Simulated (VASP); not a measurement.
# ReBi (F-43m) in VASP: notebook

ReBi is run at these levels: PBEsol; tasks: single point.

Program: VASP 6.6.1. These are calculated values, not measurements. Logs are shortened: lines on timing, memory, paths and dates and some standing lists are left out, and cuts for length are marked.

## 1. The cell of the first run

The structure is cubic, space group F-43m (No. 216). Conventional cell: a = 5.811 Å, b = 5.811 Å, c = 5.811 Å, α = 90.00°, β = 90.00°, γ = 90.00°. Within 3.3 Å of Re (site symmetry -43m) lie 4 Bi at 2.52 Å. Bi (site symmetry -43m) has 4 Re at 2.52 Å within 3.3 Å.

## 2. Single point, PBEsol (24.53 Å³/atom)

INCAR

```
PREC     = Accurate       # precision mode
ENCUT    = 520            # plane-wave cutoff, eV
EDIFF    = 1E-6           # SCF threshold, eV
ISMEAR   = 0              # smearing method
SIGMA    = 0.05           # smearing width, eV
LREAL    = F              # projectors in reciprocal space
LASPH    = T              # aspherical terms in the spheres
NELM     = 60             # most SCF steps
ALGO     = Normal         # electronic algorithm
ISIF     = 2              # what is computed and relaxed
LWAVE    = F              # write WAVECAR
LCHARG   = T              # write CHGCAR
GGA      = PS             # functional
LELF     = T              # ELF
LVHAR    = T            
NBANDS   = 18             # bands
```

KPOINTS

```
Automatic mesh
0
Gamma
  10 10 10
```

POSCAR

```
ReBi
1.0
    0.0000000000      2.9056315460      2.9056315460
    2.9056315460      0.0000000000      2.9056315460
    2.9056315460      2.9056315460      0.0000000000
Re Bi
1 1
Direct
    0.0000000000      0.0000000000      0.0000000000
    0.2500000000      0.2500000000      0.2500000000
```

Potentials or basis: VASP PAW PBE potentials, release 64 (Re, Bi_d).

Launch:

```console
$ cat potpaw_PBE.64/Re/POTCAR potpaw_PBE.64/Bi_d/POTCAR > POTCAR
$ mpirun -np 1 vasp_std > vasp.out
```

OUTCAR:

```text
PREC = Accurate
   ENCUT = 520
   EDIFF = 1E-6
   ISMEAR = 0
   LREAL = F
   LASPH = T
   NELM = 60
   ISIF = 2
   GGA = PS

 ion  position               nearest neighbor table
   1  0.000  0.000  0.000-   2 2.52   2 2.52   2 2.52   2 2.52
   2  0.250  0.250  0.250-   1 2.52   1 2.52   1 2.52   1 2.52

  LATTYP: Found a face centered cubic cell.
 ALAT       =     5.8112630920

  Lattice vectors:

 A1 = (   0.0000000000,   2.9056315460,   2.9056315460)
 A2 = (   2.9056315460,   0.0000000000,   2.9056315460)
 A3 = (   2.9056315460,   2.9056315460,   0.0000000000)

Analysis of symmetry for initial positions (statically):
=====================================================================
 Subroutine PRICEL returns:
 Original cell was already a primitive cell.

 Routine SETGRP: Setting up the symmetry group for a
 face centered cubic supercell.

 Subroutine GETGRP returns: Found 24 space group operations
 (whereof 24 operations were pure point group operations)
 out of a pool of 48 trial point group operations.

The static configuration has the point symmetry T_d .

Analysis of symmetry for dynamics (positions and initial velocities):
=====================================================================
 Subroutine PRICEL returns:
 Original cell was already a primitive cell.

 Routine SETGRP: Setting up the symmetry group for a
 face centered cubic supercell.

 Subroutine GETGRP returns: Found 24 space group operations
 (whereof 24 operations were pure point group operations)
 out of a pool of 48 trial point group operations.

The dynamic configuration has the point symmetry T_d .

 Subroutine INISYM returns: Found 24 space group operations
 (whereof 24 operations are pure point group operations),
 and found     1 'primitive' translations

----------------------------------------------------------------------------------------

                                     Primitive cell

  volume of cell :      49.0627

  direct lattice vectors                    reciprocal lattice vectors
     0.000000000  2.905631546  2.905631546    -0.172079630  0.172079630  0.172079630
     2.905631546  0.000000000  2.905631546     0.172079630 -0.172079630  0.172079630
     2.905631546  2.905631546  0.000000000     0.172079630  0.172079630 -0.172079630

  length of vectors
     4.109183540  4.109183540  4.109183540     0.298050661  0.298050661  0.298050661

  position of ions in fractional coordinates (direct lattice)
     0.000000000  0.000000000  0.000000000
     0.250000000  0.250000000  0.250000000

  ion indices of the primitive-cell ions
   primitive index   ion index
                 1           1
                 2           2

----------------------------------------------------------------------------------------

 KPOINTS: Automatic mesh

Automatic generation of k-mesh.
 Grid dimensions read from file:
 generate k-points for:   10   10   10

 Generating k-lattice:

  Cartesian coordinates                     Fractional coordinates (reciprocal lattice)
    -0.017207963  0.017207963  0.017207963     0.100000000  0.000000000  0.000000000
     0.017207963 -0.017207963  0.017207963     0.000000000  0.100000000  0.000000000
     0.017207963  0.017207963 -0.017207963     0.000000000  0.000000000  0.100000000

  Length of vectors
     0.029805066  0.029805066  0.029805066

  Shift w.r.t. Gamma in fractional coordinates (k-lattice)
     0.000000000  0.000000000  0.000000000

 Subroutine IBZKPT returns following result:
 ===========================================

 Found     47 irreducible k-points:

 Following reciprocal coordinates:
            Coordinates               Weight
  0.000000  0.000000  0.000000      1.000000
  0.100000  0.000000  0.000000      8.000000
  0.200000  0.000000  0.000000      8.000000
  0.300000  0.000000  0.000000      8.000000
  0.400000  0.000000  0.000000      8.000000
  0.500000  0.000000  0.000000      4.000000
[... 16 lines left out ...]
  0.300000  0.300000  0.000000      6.000000
  0.400000  0.300000  0.000000     24.000000
 [... further k-points ...]
   k-points           NKPTS =     47   k-points in BZ     NKDIM =     47   number of bands    NBANDS=     18
   number of dos      NEDOS =    301   number of ions     NIONS =      2
   total plane-waves  NPLWV =  32768
   dimension x,y,z NGX =    32 NGY =   32 NGZ =   32
   dimension x,y,z NGXF=    64 NGYF=   64 NGZF=   64
   ions per type =               1   1
   NGX,Y,Z   is equivalent  to a cutoff of  12.95, 12.95, 12.95 a.u.
   NGXF,Y,Z  is equivalent  to a cutoff of  25.89, 25.89, 25.89 a.u.
 SYSTEM =  unknown system
   PREC   = accura    normal or accurate (medium, high low for compatibility)
   ISTART =      0    job   : 0-new  1-cont  2-samecut
   ICHARG =      2    charge: 1-file 2-atom 10-const
   ISPIN  =      1    spin polarized calculation?
   LNONCOLLINEAR =      F non collinear calculations
   LSORBIT =      F    spin-orbit coupling
   LASPH  =      T    aspherical Exc in radial PAW
   ENCUT  =  520.0 eV  38.22 Ry    6.18 a.u.   7.64  7.64  7.64*2*pi/ulx,y,z
   NELM   =     60;   NELMIN=  2; NELMDL= -5     # of ELM steps
   EDIFF  = 0.1E-05   stopping-criterion for ELM
   LREAL  =      F    real-space projection
[... 7 lines left out ...]
   TEBEG  =    0.0;   TEEND  =   0.0 temperature during run
   PSTRESS=    0.0 pullay stress
   NELECT =      22.0000    total number of electrons
   NUPDOWN=      -1.0000    fix difference up-down
   EMIN   =  10.00;   EMAX   =-10.00  energy-range for DOS
   EFERMI =   0.00;   METHOD = LEGACY
   ISMEAR =     0;   SIGMA  =   0.05  broadening in eV -4-tet -1-fermi 0-gaus
   EFERMI_NEDOS =   21; number of points for ismear=-14 and -15
   IALGO  =     38    algorithm
   IMIX   =      4    mixing-type and parameters
     AMIX     =   0.40;   BMIX     =  1.00
     AMIX_MAG =   1.60;   BMIX_MAG =  1.00
  volume/ion in A,a.u.               =      24.53       165.55
  Fermi-wavevector in a.u.,A,eV,Ry     =   1.253041  2.367904 21.362658  1.570111
  Thomas-Fermi vector in A             =   2.386912
   LORBIT       =      0    0 simple, 1 ext, 2 COOP (PROOUT), +10 PAW based schemes
   GGA     = PS    functional components
   LHFCALC =     F    Hartree Fock is set to
   AEXX    =    0.0000 exact exchange contribution
   IVDW    =     0    specifies the selected vdW correction
   LEPSILON=     F    determine dielectric tensor
   LRPA    =     F    only Hartree local field effects (RPA)
 non-spin polarized calculation
 Gauss-broadening in eV      SIGMA  =   0.05
  energy-cutoff  :      520.00
  volume of cell :       49.06
 maximum number of plane-waves:      1363
   NGX = 15   NGY = 15   NGZ = 15

 number of electron      21.9999994 magnetization

 Free energy of the ion-electron system (eV)
  ---------------------------------------------------
  ext. energy  EPLUGINS =         0.00000000
  ---------------------------------------------------
  free energy    TOTEN  =       -12.90411365 eV

  energy without entropy =      -12.90092943  energy(sigma->0) =      -12.90252154

 E-fermi :   6.2169     XC(G=0): -10.9637

 val. band max:        6.2057681365   @ k =  -0.3000   0.5000   0.2000
 cond. band min:       6.2298970389   @ k =   0.5000   0.0000   0.0000
 fundamental gap:      0.0241289024
 Fermi energy:         6.2168882306

 k-point     1 :       0.0000    0.0000    0.0000
  band No.  band energies     occupation
      1     -16.0131      2.00000
      2     -16.0131      2.00000
      3     -16.0131      2.00000
      4     -15.9491      2.00000
      5     -15.9491      2.00000
      6      -6.3484      2.00000
[... 10 lines left out ...]
     17      14.2962      0.00000
     18      14.2967      0.00000

 k-point     2 :       0.1000    0.0000    0.0000
  band No.  band energies     occupation
      1     -16.0173      2.00000
      2     -16.0143      2.00000
      3     -16.0143      2.00000
      4     -15.9470      2.00000
      5     -15.9470      2.00000
      6      -6.2437      2.00000
[... 10 lines left out ...]
     17      14.6210      0.00000
     18      14.6210      0.00000

 k-point     3 :       0.2000    0.0000    0.0000
  band No.  band energies     occupation
      1     -16.0285      2.00000
      2     -16.0166      2.00000
      3     -16.0166      2.00000
      4     -15.9428      2.00000
      5     -15.9428      2.00000
      6      -5.9535      2.00000
[... 10 lines left out ...]
     17      15.2180      0.00000
     18      15.2188      0.00000

 k-point     4 :       0.3000    0.0000    0.0000
  band No.  band energies     occupation
      1     -16.0426      2.00000
      2     -16.0178      2.00000
      3     -16.0178      2.00000
      4     -15.9393      2.00000
      5     -15.9393      2.00000
      6      -5.5558      2.00000
[... 10 lines left out ...]
     17      15.8298      0.00000
     18      15.8315      0.00000

 k-point     5 :       0.4000    0.0000    0.0000
  band No.  band energies     occupation
      1     -16.0541      2.00000
      2     -16.0176      2.00000
      3     -16.0176      2.00000
      4     -15.9375      2.00000
      5     -15.9375      2.00000
      6      -5.1932      2.00000
[... 10 lines left out ...]
     17      16.2513      0.00000
     18      16.2514      0.00000

 k-point     6 :       0.5000    0.0000    0.0000
  band No.  band energies     occupation
      1     -16.0586      2.00000
      2     -16.0173      2.00000
      3     -16.0173      2.00000
      4     -15.9371      2.00000
      5     -15.9371      2.00000
      6      -5.0425      2.00000
[... 10 lines left out ...]
     17      16.3922      0.00000
     18      16.3926      0.00000

 k-point     7 :       0.1000    0.1000    0.0000
  band No.  band energies     occupation
      1     -16.0214      2.00000
      2     -16.0133      2.00000
      3     -16.0133      2.00000
      4     -15.9471      2.00000
      5     -15.9458      2.00000
      6      -6.2086      2.00000
[... 10 lines left out ...]
     17      15.0858      0.00000
     18      15.0860      0.00000

 k-point     8 :       0.2000    0.1000    0.0000
  band No.  band energies     occupation
      1     -16.0303      2.00000
      2     -16.0160      2.00000
      3     -16.0143      2.00000
      4     -15.9444      2.00000
      5     -15.9418      2.00000
      6      -5.9793      2.00000
[... 10 lines left out ...]
     17      15.0857      0.00000
     18      15.5949      0.00000
[... 229 lines left out ...]
     17      16.4787      0.00000
     18      17.2031      0.00000

 k-point    20 :      -0.4000    0.2000    0.0000
  band No.  band energies     occupation
      1     -16.0528      2.00000
      2     -16.0321      2.00000
      3     -16.0202      2.00000
      4     -15.9370      2.00000
      5     -15.9297      2.00000
      6      -4.8578      2.00000
[... 10 lines left out ...]
     17      17.0231      0.00000
     18      17.7154      0.00000

 k-point    21 :      -0.3000    0.2000    0.0000
  band No.  band energies     occupation
      1     -16.0472      2.00000
      2     -16.0290      2.00000
      3     -16.0224      2.00000
      4     -15.9369      2.00000
      5     -15.9320      2.00000
      6      -5.0705      2.00000
[... 10 lines left out ...]
     17      16.7236      0.00000
     18      17.1493      0.00000

 k-point    22 :      -0.2000    0.2000    0.0000
  band No.  band energies     occupation
      1     -16.0410      2.00000
      2     -16.0225      2.00000
      3     -16.0224      2.00000
      4     -15.9382      2.00000
      5     -15.9359      2.00000
      6      -5.4168      2.00000
[... 10 lines left out ...]
     17      16.1772      0.00000
     18      16.4227      0.00000

 k-point    23 :       0.3000    0.3000    0.0000
  band No.  band energies     occupation
      1     -16.0595      2.00000
      2     -16.0148      2.00000
      3     -16.0148      2.00000
      4     -15.9467      2.00000
      5     -15.9273      2.00000
      6      -5.2748      2.00000
[... 10 lines left out ...]
     17      17.6625      0.00000
     18      17.6930      0.00000

 k-point    24 :       0.4000    0.3000    0.0000
  band No.  band energies     occupation
      1     -16.0651      2.00000
      2     -16.0190      2.00000
      3     -16.0156      2.00000
      4     -15.9462      2.00000
      5     -15.9235      2.00000
      6      -4.9791      2.00000
[... 10 lines left out ...]
     17      17.5955      0.00000
     18      18.2652      0.00000

 [... further k-points ...]

------------------------ aborting loop because EDIFF is reached ----------------------------------------

  FORCE on cell =-STRESS in cart. coord.  units (eV):
  Direction    XX          YY          ZZ          XY          YZ          ZX
  --------------------------------------------------------------------------------------
  -------------------------------------------------------------------------------------
  Total        6.6871562      6.6871562      6.6871562      0.0000000     -0.0000000      0.0000000
  in kB      218.3737491    218.3737491    218.3737491      0.0000000     -0.0000000      0.0000000
  external PRESSURE =     218.3737491 kB  Pullay stress =       0.0000000 kB

 VOLUME and BASIS-vectors are now :
 -----------------------------------------------------------------------------
  energy-cutoff  :      520.00
  volume of cell :       49.06
      direct lattice vectors                 reciprocal lattice vectors
     0.000000000  2.905631546  2.905631546    -0.172079630  0.172079630  0.172079630
     2.905631546  0.000000000  2.905631546     0.172079630 -0.172079630  0.172079630
     2.905631546  2.905631546  0.000000000     0.172079630  0.172079630 -0.172079630

 POSITION                                       TOTAL-FORCE (eV/Angst)
 -----------------------------------------------------------------------------------
      0.00000      0.00000      0.00000        -0.000000      0.000000     -0.000000
      1.45282      1.45282      1.45282         0.000000     -0.000000      0.000000
 -----------------------------------------------------------------------------------
    total drift:                                0.000000      0.000000      0.000000

  FREE ENERGIE OF THE ION-ELECTRON SYSTEM (eV)
  ---------------------------------------------------
  free  energy   TOTEN  =       -12.9041136518 eV

  energy  without entropy=      -12.9009294316  energy(sigma->0) =      -12.90252154
```

Run time: 23 s. Hardware: 1 thread of AMD EPYC 9R45 (Zen 5), shared host; peak memory 0.17 GiB.

What came out:

| Item | Value |
| --- | --- |
| Free energy | -12.9041 eV |
| Pressure | 21.8 GPa |

Caveat: the cell stands under pressure; the PAW data sets were made with another functional, which shifts forces and pressure a little; spin-orbit coupling is left out, which moves the levels of the heavy elements.

## 3. Single point, PBEsol (27.48 Å³/atom)

This run uses another cell than the first one, of 27.48 Å³/atom.

INCAR

```
PREC = Accurate ; ENCUT = 520
EDIFF = 1E-6 ; ISMEAR = 0
SIGMA = 0.05 ; LREAL = F
LASPH = T ; NELM = 60
ALGO = Normal ; ISIF = 2
LWAVE = F ; LCHARG = F
GGA = PS ; NBANDS = 18
```

KPOINTS is that of step 2.

POSCAR

```
ReBi
1.0
    0.0000000000      3.0174949330      3.0174949330
    3.0174949330      0.0000000000      3.0174949330
    3.0174949330      3.0174949330      0.0000000000
Re Bi
1 1
Direct
    0.0000000000      0.0000000000      0.0000000000
    0.2500000000      0.2500000000      0.2500000000
```

Potentials or basis: VASP PAW PBE potentials, release 64 (Re, Bi_d).

Launch:

```console
$ cat potpaw_PBE.64/Re/POTCAR potpaw_PBE.64/Bi_d/POTCAR > POTCAR
$ mpirun -np 1 vasp_std > vasp.out
```

It took 25 s on 1 thread of AMD EPYC 9R45 (Zen 5), shared host; peak memory 0.17 GiB.

It converged, with:

* Free energy: -13.3707 eV
* Pressure: 5.1 GPa

Levels at points of the mesh, in eV from the Fermi level:
```
           k point  band 9  band 10  band 11  band 12  band 13  band 14
(0.00, 0.00, 0.00)   -2.76    -0.18    -0.18     2.75     6.43     6.43
(0.50, 0.00, 0.00)   -2.42    -0.04    -0.04    -0.02     3.51     3.51
(0.50, 0.50, 0.00)   -1.49    -0.87    -0.04    -0.02     0.96     0.96
```

Caveat: the cell stands under pressure; the PAW data sets were made with another functional, which shifts forces and pressure a little; spin-orbit coupling is left out, which moves the levels of the heavy elements.
